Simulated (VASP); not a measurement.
# Ge (Fd-3m) in VASP: a series of runs

Ge is run at these levels: r2SCAN0, RPBE; tasks: single point.

Program: VASP 6.6.1. These are calculated values, not measurements. Logs are shortened: lines on timing, memory, paths and dates and some standing lists are left out, and cuts for length are marked.

## (1) The cell of the first run

It takes space group Fd-3m (No. 227, cubic). The conventional cell has a = 5.695 Å, b = 5.695 Å, c = 5.695 Å, α = 90.00°, β = 90.00°, γ = 90.00°. Within 3.3 Å of Ge (site symmetry -43m) lie 4 Ge at 2.47 Å.

## (2) Single point, r2SCAN0

POSCAR reads:

```
Ge
1.0
    0.0000000000      2.8476450493      2.8476450493
    2.8476450493      0.0000000000      2.8476450493
    2.8476450493      2.8476450493      0.0000000000
Ge
2
Direct
    0.7500000000      0.7500000000      0.7500000000
    0.5000000000      0.5000000000      0.5000000000
```

INCAR.step1 reads:

```
SYSTEM = Ge
PREC     = Accurate       ! precision mode
ENCUT    = 520            ! plane-wave cutoff, eV
EDIFF    = 1E-5           ! SCF threshold, eV
ISMEAR   = -1             ! smearing method
SIGMA    = 0.05           ! smearing width, eV
LREAL    = .False.        ! projectors in reciprocal space
LASPH    = .True.         ! aspherical terms in the spheres
NELM     = 80             ! most SCF steps
ALGO     = Normal         ! electronic algorithm
ISIF     = 2              ! what is computed and relaxed
LWAVE    = .True.         ! write WAVECAR
LCHARG   = .False.        ! write CHGCAR
GGA      = PE             ! functional
NBANDS   = 21             ! bands
```

INCAR.step2 reads:

```
SYSTEM = Ge
PREC     = Accurate       ! precision mode
ENCUT    = 520            ! plane-wave cutoff, eV
EDIFF    = 1E-6           ! SCF threshold, eV
ISMEAR   = -1             ! smearing method
SIGMA    = 0.05           ! smearing width, eV
LREAL    = .False.        ! projectors in reciprocal space
LASPH    = .True.         ! aspherical terms in the spheres
NELM     = 80             ! most SCF steps
ALGO     = Normal         ! electronic algorithm
ISIF     = 2              ! what is computed and relaxed
LWAVE    = .False.        ! write WAVECAR
LCHARG   = .False.        ! write CHGCAR
METAGGA  = R2SCAN         ! meta-GGA
LHFCALC  = .True.         ! exact exchange
AEXX     = 0.25           ! exact-exchange fraction
LMIXTAU  = .True.       
PRECFOCK = Normal       
ISTART   = 1            
NBANDS   = 21             ! bands
```

KPOINTS reads:

```
regular mesh
0
Gamma
  4 4 4
  0 0 0
```

Potentials or basis: VASP PAW PBE potentials, release 64 (Ge_d).

The run is started by

```
$ cat potpaw_PBE.64/Ge_d/POTCAR > POTCAR
$ cp INCAR.step1 INCAR
$ mpirun -np 1 vasp_std > vasp.out
$ cp INCAR.step2 INCAR
$ mpirun -np 1 vasp_std > vasp.out
```

OUTCAR:

```text
SYSTEM = Ge
   PREC = Accurate
   ENCUT = 520
   EDIFF = 1E-6
   ISMEAR = -1
   LREAL = .False.
   LASPH = .True.
   NELM = 80
   ISIF = 2
   METAGGA = R2SCAN
   LHFCALC = .True.
   AEXX = 0.25
   PRECFOCK = Normal
   ISTART = 1

 ion  position               nearest neighbor table
   1  0.750  0.750  0.750-   2 2.47   2 2.47   2 2.47   2 2.47
   2  0.500  0.500  0.500-   1 2.47   1 2.47   1 2.47   1 2.47

  LATTYP: Found a face centered cubic cell.
 ALAT       =     5.6952900986

  Lattice vectors:

 A1 = (   0.0000000000,   2.8476450493,   2.8476450493)
 A2 = (   2.8476450493,   0.0000000000,   2.8476450493)
 A3 = (   2.8476450493,   2.8476450493,   0.0000000000)

Analysis of symmetry for initial positions (statically):
=====================================================================
 Subroutine PRICEL returns:
 Original cell was already a primitive cell.

 Routine SETGRP: Setting up the symmetry group for a
 face centered cubic supercell.

 Subroutine GETGRP returns: Found 48 space group operations
 (whereof 24 operations were pure point group operations)
 out of a pool of 48 trial point group operations.

The static configuration has the point symmetry T_d .
 The point group associated with its full space group is O_h .

Analysis of symmetry for dynamics (positions and initial velocities):
=====================================================================
 Subroutine PRICEL returns:
 Original cell was already a primitive cell.

 Routine SETGRP: Setting up the symmetry group for a
 face centered cubic supercell.

 Subroutine GETGRP returns: Found 48 space group operations
 (whereof 24 operations were pure point group operations)
 out of a pool of 48 trial point group operations.

The dynamic configuration has the point symmetry T_d .
 The point group associated with its full space group is O_h .

 Subroutine INISYM returns: Found 48 space group operations
 (whereof 24 operations are pure point group operations),
 and found     1 'primitive' translations

----------------------------------------------------------------------------------------

                                     Primitive cell

  volume of cell :      46.1836

  direct lattice vectors                    reciprocal lattice vectors
[... 70 lines left out ...]
   EDIFF  = 0.1E-05   stopping-criterion for ELM
   LREAL  =      F    real-space projection
   EDIFFG = 0.1E-04   stopping-criterion for IOM
   NSW    =      0    number of steps for IOM
   IBRION =     -1    ionic relax: 0-MD 1-quasi-New 2-CG
   NFREE  =      0    steps in history (QN), initial steepest desc. (CG)
   ISIF   =      2    stress and relaxation
   ISYM   =      3    0-nonsym 1-usesym 2-fastsym
   POTIM  = 0.5000    time-step for ionic-motion
   TEBEG  =    0.0;   TEEND  =   0.0 temperature during run
   PSTRESS=    0.0 pullay stress
   NELECT =      28.0000    total number of electrons
   NUPDOWN=      -1.0000    fix difference up-down
   EMIN   =  10.00;   EMAX   =-10.00  energy-range for DOS
   EFERMI =   0.00;   METHOD = LEGACY
   ISMEAR =    -1;   SIGMA  =   0.05  broadening in eV -4-tet -1-fermi 0-gaus
   EFERMI_NEDOS =   21; number of points for ismear=-14 and -15
   IALGO  =     38    algorithm
   IMIX   =      1    mixing-type and parameters
     AMIX     =   0.40;   BMIX     =  1.00
     AMIX_MAG =   1.60;   BMIX_MAG =  1.00
  volume/ion in A,a.u.               =      23.09       155.83
  Fermi-wavevector in a.u.,A,eV,Ry     =   1.385580  2.618367 26.120905  1.919832
  Thomas-Fermi vector in A             =   2.509977
   LORBIT       =      0    0 simple, 1 ext, 2 COOP (PROOUT), +10 PAW based schemes
   METAGGA = R2SCAN    functional components
   LHFCALC =     T    Hartree Fock is set to
   PRECFOCK=normal    Normal, Fast or Accurate (Low or Medium for compatibility)
   ENCUT4O =  -1.0   cutoff for four orbital integrals eV
   NKREDX  =     1    reduce k-point grid by
   NKREDY  =     1    reduce k-point grid by
   NKREDZ  =     1    reduce k-point grid by
   AEXX    =    0.2500 exact exchange contribution
   HFSCREEN=    0.0000 screening length (either q_TF or 0.3 A-1)
   HFSCREENC=   0.0000 screening length for correlation (either q_TF or 0.3 A-1)
   ENCUTFOCK=  -1.0 apply spherical cutoff to Coloumb kernel
   IVDW    =     0    specifies the selected vdW correction
   LEPSILON=     F    determine dielectric tensor
   LRPA    =     F    only Hartree local field effects (RPA)
 non-spin polarized calculation
  energy-cutoff  :      520.00
  volume of cell :       46.18
 maximum number of plane-waves:      1245
 NGX is ok and might be reduce to    30
  NGX = 24; NGY = 24; NGZ = 24

 number of electron      28.0000006 magnetization

 Free energy of the ion-electron system (eV)
  ---------------------------------------------------
  ext. energy  EPLUGINS =         0.00000000
  ---------------------------------------------------
  free energy    TOTEN  =       -25.83292945 eV

  energy without entropy =      -25.83292943  energy(sigma->0) =      -25.83292944

 E-fermi :   4.8181     XC(G=0):  -8.3187

 val. band max:        4.0231162801   @ k =   0.0000   0.0000   0.0000
 cond. band min:       5.6270704077   @ k =   0.0000   0.0000   0.0000
 fundamental gap:      1.6039541276
 Fermi energy:         4.8180588781

 k-point     1 :       0.0000    0.0000    0.0000
  band No.  band energies     occupation
      1     -24.4555      2.00000
      2     -24.4555      2.00000
      3     -24.4555      2.00000
      4     -24.4186      2.00000
      5     -24.4186      2.00000
      6     -24.2187      2.00000
[... 181 lines left out ...]
     20      17.2458      0.00000
     21      19.2362      0.00000

------------------------ aborting loop because EDIFF is reached ----------------------------------------

  FORCE on cell =-STRESS in cart. coord.  units (eV):
  Direction    XX          YY          ZZ          XY          YZ          ZX
  --------------------------------------------------------------------------------------
  -------------------------------------------------------------------------------------
  Total       -0.6374228     -0.6374228     -0.6374228     -0.0000000      0.0000000     -0.0000000
  in kB      -22.1131485    -22.1131485    -22.1131485     -0.0000000      0.0000000     -0.0000000
  external PRESSURE =     -22.1131485 kB  Pullay stress =       0.0000000 kB

 VOLUME and BASIS-vectors are now :
 -----------------------------------------------------------------------------
  energy-cutoff  :      520.00
  volume of cell :       46.18
      direct lattice vectors                 reciprocal lattice vectors
     0.000000000  2.847645049  2.847645049    -0.175583681  0.175583681  0.175583681
     2.847645049  0.000000000  2.847645049     0.175583681 -0.175583681  0.175583681
     2.847645049  2.847645049  0.000000000     0.175583681  0.175583681 -0.175583681

 POSITION                                       TOTAL-FORCE (eV/Angst)
 -----------------------------------------------------------------------------------
      4.27147      4.27147      4.27147         0.000000      0.000000      0.000000
      2.84765      2.84765      2.84765        -0.000000     -0.000000     -0.000000
 -----------------------------------------------------------------------------------
    total drift:                               -0.000003      0.000000     -0.000002

  FREE ENERGIE OF THE ION-ELECTRON SYSTEM (eV)
  ---------------------------------------------------
  free  energy   TOTEN  =       -25.8329294542 eV

  energy  without entropy=      -25.8329294342  energy(sigma->0) =      -25.83292944
```

OUTCAR.step1:

```text
SYSTEM = Ge
   PREC = Accurate
   ENCUT = 520
   EDIFF = 1E-5
   ISMEAR = -1
   LREAL = .False.
[... 397 lines left out ...]
      4.27147      4.27147      4.27147        -0.000000     -0.000000     -0.000000
      2.84765      2.84765      2.84765         0.000000      0.000000      0.000000
 -----------------------------------------------------------------------------------
    total drift:                                0.000000     -0.000000      0.000000

  FREE ENERGIE OF THE ION-ELECTRON SYSTEM (eV)
  ---------------------------------------------------
  free  energy   TOTEN  =        -8.7729677219 eV

  energy  without entropy=       -8.7674467566  energy(sigma->0) =       -8.77020724
```

Run time: 33 min. Hardware: 1 thread of Intel Xeon 8259CL, shared host; peak memory 0.19 GiB.

Results:

```
Free energy            : -25.8329 eV
Pressure               : -2.2 GPa
Band gap on the k mesh : 1.60 eV
```

Levels at points of the mesh, in eV from the valence-band top:
```
           k point  band 12  band 13  band 14  band 15  band 16  band 17
(0.00, 0.00, 0.00)     0.00     0.00     0.00     1.60     4.02     4.02
(0.50, 0.00, 0.00)    -8.43    -1.56    -1.56     1.62     5.33     5.33
(0.50, 0.50, 0.00)    -9.90    -3.41    -3.41     2.15     2.15    11.73
```

Caveat: the k points lie up to 0.48 Å⁻¹ apart; the PAW data sets were made with another functional, which shifts forces and pressure a little.

## (3) Single point, r2SCAN0

This run uses another cell than the first one, of 23.54 Å³/atom.

POSCAR reads:

```
Ge
1.0
    0.0000000000      2.8661367691      2.8661367691
    2.8661367691      0.0000000000      2.8661367691
    2.8661367691      2.8661367691      0.0000000000
Ge
2
Direct
    0.7500000000      0.7500000000      0.7500000000
    0.5000000000      0.5000000000      0.5000000000
```

INCAR.step1 reads:

```
PREC = Accurate
ENCUT = 520
EDIFF = 1E-5
ISMEAR = -1
SIGMA = 0.05
LREAL = False
LASPH = True
NELM = 80
ALGO = Normal
ISIF = 2
LWAVE = True
LCHARG = False
NBANDS = 21
GGA = PE
```

INCAR.step2 reads:

```
PREC = Accurate
ENCUT = 520
EDIFF = 1E-6
ISMEAR = -1
SIGMA = 0.05
LREAL = False
LASPH = True
NELM = 80
ALGO = Normal
ISIF = 2
LWAVE = False
LCHARG = False
METAGGA = R2SCAN
LHFCALC = True
AEXX = 0.25
LMIXTAU = True
PRECFOCK = Normal
NBANDS = 21
ISTART = 1
```

KPOINTS reads:

```
Automatic mesh
0
Gamma
  4 4 4
```

Potentials or basis: VASP PAW PBE potentials, release 64 (Ge_d).

The run is started by

```
$ cat potpaw_PBE.64/Ge_d/POTCAR > POTCAR
$ cp INCAR.step1 INCAR
$ mpirun -np 1 vasp_std > vasp.out
$ cp INCAR.step2 INCAR
$ mpirun -np 1 vasp_std > vasp.out
```

Wall time 30 min (1 thread of Intel Xeon 8259CL, shared host); peak memory 0.18 GiB.

It converged, with:

```yaml
Free_energy: -25.8168 eV
Pressure: -3.5 GPa
Band_gap_on_the_k_mesh: 1.40 eV
```

Levels at points of the mesh, in eV from the valence-band top:
```
           k point  band 12  band 13  band 14  band 15  band 16  band 17
(0.00, 0.00, 0.00)     0.00     0.00     0.00     1.40     4.01     4.01
(0.50, 0.00, 0.00)    -8.34    -1.53    -1.53     1.54     5.32     5.32
(0.50, 0.50, 0.00)    -9.82    -3.34    -3.34     2.16     2.16    11.56
```

Caveat: the k points lie up to 0.47 Å⁻¹ apart; the PAW data sets were made with another functional, which shifts forces and pressure a little.

## (4) Single point, RPBE

This run uses another cell than the first one, of 22.64 Å³/atom.

INCAR reads:

```
PREC     = Accurate       # precision mode
ENCUT    = 500            # plane-wave cutoff, eV
EDIFF    = 1E-6           # SCF threshold, eV
ISMEAR   = -1             # smearing method
SIGMA    = 0.15           # smearing width, eV
LREAL    = F              # projectors in reciprocal space
LASPH    = T              # aspherical terms in the spheres
NELM     = 120            # most SCF steps
ALGO     = Normal         # electronic algorithm
ISIF     = 2              # what is computed and relaxed
LWAVE    = F              # write WAVECAR
LCHARG   = F              # write CHGCAR
GGA      = RP             # functional
NBANDS   = 21             # bands
GGA_COMPAT= F
```

KPOINTS reads:

```
regular mesh
0
Gamma
  8 8 8
```

POSCAR reads:

```
Ge
1.0
    0.0000000000      2.8289100000      2.8289100000
    2.8289100000      0.0000000000      2.8289100000
    2.8289100000      2.8289100000      0.0000000000
Ge
2
Direct
    0.2500000000      0.2500000000      0.2500000000
    1.0000000000      1.0000000000      1.0000000000
```

The run is started by

```
$ cat potpaw_PBE.64/Ge_d/POTCAR > POTCAR
$ mpirun -np 1 vasp_std > vasp.out
```

Wall time 13 s (1 thread of Intel Xeon 6975P-C (Granite Rapids), shared host); peak memory 0.16 GiB.

It converged, with:

* Free energy: -8.3001 eV
* Pressure: 5.3 GPa
* Band gap on the k mesh: 0.15 eV

Levels at points of the mesh, in eV from the valence-band top:
| k point | band 12 | band 13 | band 14 | band 15 | band 16 | band 17 |
| --- | --- | --- | --- | --- | --- | --- |
| (0.00, 0.00, 0.00) | 0.00 | 0.00 | 0.00 | 0.15 | 2.57 | 2.57 |
| (0.50, 0.00, 0.00) | -7.56 | -1.41 | -1.41 | 0.27 | 3.77 | 3.77 |
| (0.50, 0.50, 0.00) | -8.85 | -3.07 | -3.07 | 0.83 | 0.83 | 9.56 |

Caveat: the cell stands under pressure; the PAW data sets were made with another functional, which shifts forces and pressure a little.

## (5) Overview

| level | cell | k mesh | cutoff (eV) | smearing | grid for exact exchange (PRECFOCK) | share of exact exchange | gap on the mesh (eV) | pressure (GPa) |
| --- | --- | --- | --- | --- | --- | --- | --- | --- |
| r2SCAN0 | a = 4.027 Å, angles 60.0°, 2 atoms | 4 × 4 × 4 | 520 | fermi-dirac 0.05 eV | Normal | 0.25 | 1.60 | -2.2 |
| r2SCAN0 | a = 4.053 Å, angles 60.0°, 2 atoms | 4 × 4 × 4 | 520 | fermi-dirac 0.05 eV | Normal | 0.25 | 1.40 | -3.5 |
| RPBE | a = 4.001 Å, angles 60.0°, 2 atoms | 8 × 8 × 8 | 500 | fermi-dirac 0.15 eV | - | - | 0.15 | 5.3 |

Alike in all rows: task single point; potentials or basis VASP PAW PBE potentials, release 64 (Ge_d); no spin polarisation.

Caveats: some runs use coarse meshes; the PAW data sets were made with another functional, which shifts forces and pressure a little; the cell stands under pressure (at least some runs).

Absolute energies hang on the potentials; compare differences alone.
